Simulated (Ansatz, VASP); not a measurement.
**Sn in VASP and in Ansatz**

Contents of INCAR:

```
AGGAC = 1.0 ; AGGAX = 1.0
ALDAC = 0.0 ; ALDAX = 1.0
ALGO = Normal ; EDIFF = 1E-6
ENCUT = 520 ; GGA = B5
ISIF = 2 ; ISMEAR = -1
LASPH = T ; LCHARG = F
LREAL = F ; LWAVE = F
NBANDS = 21 ; NELM = 100
PREC = Accurate ; SIGMA = 0.1
```

Contents of KPOINTS:

```
k-points
0
Gamma
  12 12 6
```

The input POSCAR:

```
Sn
1.0
    3.3476457925      0.0000000000      0.0000000000
   -1.6738228962      2.8991462992      0.0000000000
    0.0000000000      0.0000000000      5.5601420498
Sn
2
Direct
    0.3333333333      0.6666666667      0.2500000000
    0.6666666667      0.3333333333      0.7500000000
```

Input for Ansatz:

```yaml
crystal:
  lattice:
    - [3.3476457925, 0.0, 0.0]
    - [-1.6738228962, 2.8991462992, 0.0]
    - [0.0, 0.0, 5.5601420498]
  atoms:
    - { symbol: Sn, position: [0.3333333333, 0.6666666667, 0.25] }
    - { symbol: Sn, position: [0.6666666667, 0.3333333333, 0.75] }
hamiltonian:
  xc: blyp
  pseudopotentials:
    kind: paw
    azcp:
      Sn: "pseudopotentials/Sn.paw.azcp"
basis:
  ecutwfc: 420
  fft_grid_basis: typed
kpoints:
  mp_grid: { grid: [12, 12, 6], shift: [0, 0, 0] }
magnetization:
  spin_polarized: false
scf:
  occupations: { method: fermi_dirac, width: 0.1 }
  lower_state_search: "off"
output:
  stress: true
```

Alike in both runs: task single point; functional BLYP; k mesh 12 × 12 × 6; occupations fermi-dirac, width 0.1 eV; no spin polarisation.

|  | VASP | Ansatz |
| --- | --- | --- |
| version | VASP 6.6.1 | Ansatz 0.2.0 |
| potentials or method | VASP PAW PBE potentials, release 64 (Sn_d), cutoff 520 eV | plane waves (420 eV) with PAW, scalar-relativistic |
| valence electrons in the cell | 28 | 28 |

Ansatz gave:

```
pressure (GPa)                                                : 6.2
traceless stress, the component that is largest in VASP (GPa) : -0.59
```

Q: Estimate VASP's values.

A: Pressure (GPa): 6.2; traceless stress, the component that is largest in VASP (GPa): -0.60.

VASP's potentials were made for PBE, not for BLYP. The functional is the same, so the differences come from potentials, cutoffs and numerics.
